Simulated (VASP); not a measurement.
# SnTe (Pm-3m) in VASP: single point with PBE+D3(BJ)

Aim: the single point of SnTe with PBE+D3(BJ).

Everything below comes from runs of VASP 6.6.1. Logs are shortened: lines on timing, memory, paths and dates and some standing lists are left out, and cuts for length are marked.

### 1 The cell of the first run

The structure is cubic, space group Pm-3m (No. 221). Conventional cell: a = 3.826 Å, b = 3.826 Å, c = 3.826 Å, α = 90.00°, β = 90.00°, γ = 90.00°. Sn (site symmetry m-3m) has 8 Te at 3.31 Å and 6 Sn at 3.83 Å within 4.4 Å. Te (site symmetry m-3m) has 8 Sn at 3.31 Å and 6 Te at 3.83 Å within 4.4 Å.

### 2 Single point, PBE+D3(BJ)

INCAR reads:

```
ALGO     = Normal         # electronic algorithm
EDIFF    = 1E-6           # SCF threshold, eV
ENCUT    = 520            # plane-wave cutoff, eV
GGA      = PE             # functional
ISIF     = 2              # what is computed and relaxed
ISMEAR   = 0              # smearing method
IVDW     = 12             # dispersion correction
LASPH    = True           # aspherical terms in the spheres
LCHARG   = True           # write CHGCAR
LELF     = True           # ELF
LREAL    = False          # projectors in reciprocal space
LVHAR    = True         
LWAVE    = False          # write WAVECAR
NBANDS   = 50             # bands
NELM     = 60             # most SCF steps
PREC     = Accurate       # precision mode
SIGMA    = 0.15           # smearing width, eV
```

KPOINTS reads:

```
k-points
0
Gamma
  12 12 12
```

POSCAR reads:

```
SnTe
1.0
   -3.8258851498      3.8258851498      3.8258851498
    3.8258851498     -3.8258851498      3.8258851498
    3.8258851498      3.8258851498     -3.8258851498
Sn Te
4 4
Direct
    0.0000000000      0.5000000000      0.5000000000
    0.5000000000      0.0000000000      0.5000000000
    0.5000000000      0.5000000000      0.0000000000
    0.0000000000      0.0000000000      0.0000000000
    0.5000000000      0.5000000000      0.5000000000
    0.0000000000      0.0000000000      0.5000000000
    0.0000000000      0.5000000000      0.0000000000
    0.5000000000      0.0000000000      0.0000000000
```

Potentials or basis: VASP PAW PBE potentials, release 64 (Sn_d, Te).

The run is started by

```bash
> cat potpaw_PBE.64/Sn_d/POTCAR potpaw_PBE.64/Te/POTCAR > POTCAR
> mpirun -np 1 vasp_std > vasp.out
```

OUTCAR:

```text
EDIFF = 1E-6
   ENCUT = 520
   GGA = PE
   ISIF = 2
   ISMEAR = 0
   IVDW = 12
   LASPH = True
   LREAL = False
   NELM = 60
   PREC = Accurate
 IVDW          = 12

 ion  position               nearest neighbor table
   1  0.000  0.500  0.500-   5 3.31   6 3.31   7 3.31   8 3.31   7 3.31   6 3.31   5 3.31   8 3.31

   2  0.500  0.000  0.500-   5 3.31   6 3.31   7 3.31   8 3.31   8 3.31   5 3.31   6 3.31   7 3.31

   3  0.500  0.500  0.000-   5 3.31   6 3.31   7 3.31   8 3.31   5 3.31   8 3.31   7 3.31   6 3.31
[... 7 lines left out ...]
   7  0.000  0.500  0.000-   1 3.31   2 3.31   3 3.31   4 3.31   1 3.31   4 3.31   3 3.31   2 3.31

   8  0.500  0.000  0.000-   1 3.31   2 3.31   3 3.31   4 3.31   2 3.31   3 3.31   4 3.31   1 3.31

  LATTYP: Found a body centered cubic cell.
 ALAT       =     7.6517702996

  Lattice vectors:

 A1 = (  -3.8258851498,   3.8258851498,   3.8258851498)
 A2 = (   3.8258851498,  -3.8258851498,   3.8258851498)
 A3 = (   3.8258851498,   3.8258851498,  -3.8258851498)

Analysis of symmetry for initial positions (statically):
=====================================================================
 Subroutine PRICEL returns following result:

  LATTYP: Found a simple cubic cell.
 ALAT       =     3.8258851498

  Lattice vectors:

 A1 = (   0.0000000000,   3.8258851498,   0.0000000000)
 A2 = (   3.8258851498,   0.0000000000,   0.0000000000)
 A3 = (   0.0000000000,   0.0000000000,  -3.8258851498)

   4 primitive cells build up your supercell.

 Routine SETGRP: Setting up the symmetry group for a
 body centered cubic supercell.

 Subroutine GETGRP returns: Found 48 space group operations
 (whereof 48 operations were pure point group operations)
 out of a pool of 48 trial point group operations.

The static configuration has the point symmetry O_h .

Analysis of symmetry for dynamics (positions and initial velocities):
=====================================================================
 Subroutine PRICEL returns following result:

  LATTYP: Found a simple cubic cell.
 ALAT       =     3.8258851498

  Lattice vectors:

 A1 = (   0.0000000000,   3.8258851498,   0.0000000000)
 A2 = (   3.8258851498,   0.0000000000,   0.0000000000)
 A3 = (   0.0000000000,   0.0000000000,  -3.8258851498)

[... 110 lines left out ...]
   LREAL  =      F    real-space projection
   EDIFFG = 0.1E-04   stopping-criterion for IOM
   NSW    =      0    number of steps for IOM
   IBRION =     -1    ionic relax: 0-MD 1-quasi-New 2-CG
   NFREE  =      0    steps in history (QN), initial steepest desc. (CG)
   ISIF   =      2    stress and relaxation
   ISYM   =      2    0-nonsym 1-usesym 2-fastsym
   POTIM  = 0.5000    time-step for ionic-motion
   TEBEG  =    0.0;   TEEND  =   0.0 temperature during run
   PSTRESS=    0.0 pullay stress
   NELECT =      80.0000    total number of electrons
   NUPDOWN=      -1.0000    fix difference up-down
   EMIN   =  10.00;   EMAX   =-10.00  energy-range for DOS
   EFERMI =   0.00;   METHOD = LEGACY
   ISMEAR =     0;   SIGMA  =   0.15  broadening in eV -4-tet -1-fermi 0-gaus
   EFERMI_NEDOS =   21; number of points for ismear=-14 and -15
   IALGO  =     38    algorithm
   IMIX   =      4    mixing-type and parameters
     AMIX     =   0.40;   BMIX     =  1.00
     AMIX_MAG =   1.60;   BMIX_MAG =  1.00
  volume/ion in A,a.u.               =      28.00       188.96
  Fermi-wavevector in a.u.,A,eV,Ry     =   1.161501  2.194919 18.355408  1.349084
  Thomas-Fermi vector in A             =   2.298072
   LORBIT       =      0    0 simple, 1 ext, 2 COOP (PROOUT), +10 PAW based schemes
   GGA     = PE    functional components
   LHFCALC =     F    Hartree Fock is set to
   AEXX    =    0.0000 exact exchange contribution
   IVDW    =    12    specifies the selected vdW correction
   LEPSILON=     F    determine dielectric tensor
   LRPA    =     F    only Hartree local field effects (RPA)
 non-spin polarized calculation
 Gauss-broadening in eV      SIGMA  =   0.15
  energy-cutoff  :      520.00
  volume of cell :      224.00
 maximum number of plane-waves:      6070
 NGX is ok and might be reduce to    50
   NGX = 25   NGY = 25   NGZ = 25

 number of electron      80.0000032 magnetization

 Free energy of the ion-electron system (eV)
  ---------------------------------------------------
  ext. energy  EPLUGINS =         0.00000000
  ---------------------------------------------------
  free energy    TOTEN  =       -28.28552685 eV

  energy without entropy =      -28.22656826  energy(sigma->0) =      -28.25604756

 E-fermi :   7.8164     XC(G=0): -10.1569

 val. band max:        7.8117288430   @ k =  -0.2500   0.4167   0.0833
 cond. band min:       7.8211262824   @ k =   0.3333   0.0833   0.0000
 fundamental gap:      0.0093974393
 Fermi energy:         7.8163910233

 k-point     1 :       0.0000    0.0000    0.0000
  band No.  band energies     occupation
      1     -13.8073      2.00000
      2     -13.8073      2.00000
      3     -13.7965      2.00000
      4     -13.7965      2.00000
      5     -13.7965      2.00000
      6     -13.7851      2.00000
[... 1261 lines left out ...]
     49      11.5060      0.00000
     50      11.5060      0.00000

 [... further k-points ...]

------------------------ aborting loop because EDIFF is reached ----------------------------------------

 Edisp (eV)   -3.55261

 E8    (eV) :    -1.6595

  FORCE on cell =-STRESS in cart. coord.  units (eV):
  Direction    XX          YY          ZZ          XY          YZ          ZX
  --------------------------------------------------------------------------------------
  -------------------------------------------------------------------------------------
  Total      -0.39061    -0.39061    -0.39061     0.00000    -0.00000     0.00000
  in kB      -2.79379    -2.79379    -2.79379     0.00000    -0.00000     0.00000
  external pressure =       -2.79 kB  Pullay stress =        0.00 kB

 VOLUME and BASIS-vectors are now :
 -----------------------------------------------------------------------------
  energy-cutoff  :      520.00
  volume of cell :      224.00
      direct lattice vectors                 reciprocal lattice vectors
    -3.825885150  3.825885150  3.825885150     0.000000000  0.130688711  0.130688711
     3.825885150 -3.825885150  3.825885150     0.130688711  0.000000000  0.130688711
     3.825885150  3.825885150 -3.825885150     0.130688711  0.130688711  0.000000000

 POSITION                                       TOTAL-FORCE (eV/Angst)
 -----------------------------------------------------------------------------------
      3.82589      0.00000      0.00000        -0.000000     -0.000000     -0.000000
      0.00000      3.82589      0.00000        -0.000000     -0.000000      0.000000
      0.00000      0.00000      3.82589         0.000000     -0.000000      0.000000
      0.00000      0.00000      0.00000         0.000000      0.000000     -0.000000
      1.91294      1.91294      1.91294        -0.000000      0.000000      0.000000
      1.91294      1.91294     -1.91294         0.000000      0.000000     -0.000000
      1.91294     -1.91294      1.91294        -0.000000     -0.000000      0.000000
     -1.91294      1.91294      1.91294         0.000000     -0.000000     -0.000000
 -----------------------------------------------------------------------------------
    total drift:                                0.000000      0.000000     -0.000000

  FREE ENERGIE OF THE ION-ELECTRON SYSTEM (eV)
  ---------------------------------------------------
  free  energy   TOTEN  =       -31.8381364639 eV

  energy  without entropy=      -31.7791778657  energy(sigma->0) =      -31.80865716
```

stdout:

```text
POSCAR found type information on POSCAR SnTe
 POSCAR found :  2 types and       8 ions
 scaLAPACK will be used
 LDA part: xc-table for (Slater+PW92), standard interpolation
 POSCAR, INCAR and KPOINTS ok, starting setup
 FFT: planning ... GRIDC
 FFT: planning ... GRID_SOFT
 FFT: planning ... GRID
 WAVECAR not read
 entering main loop
```

It took 11 min on 1 thread of Intel Xeon Platinum 8488C (Sapphire Rapids), shared host; peak memory 0.75 GiB.

Results:

* Free energy: -31.8381 eV
* Pressure: -0.3 GPa
* Band gap on the k mesh: zero (bands 40 and 41 overlap by 0.99 eV)
* Dispersion energy per atom: -0.444 eV

Caveat: spin-orbit coupling is left out, which moves the levels of the heavy elements.
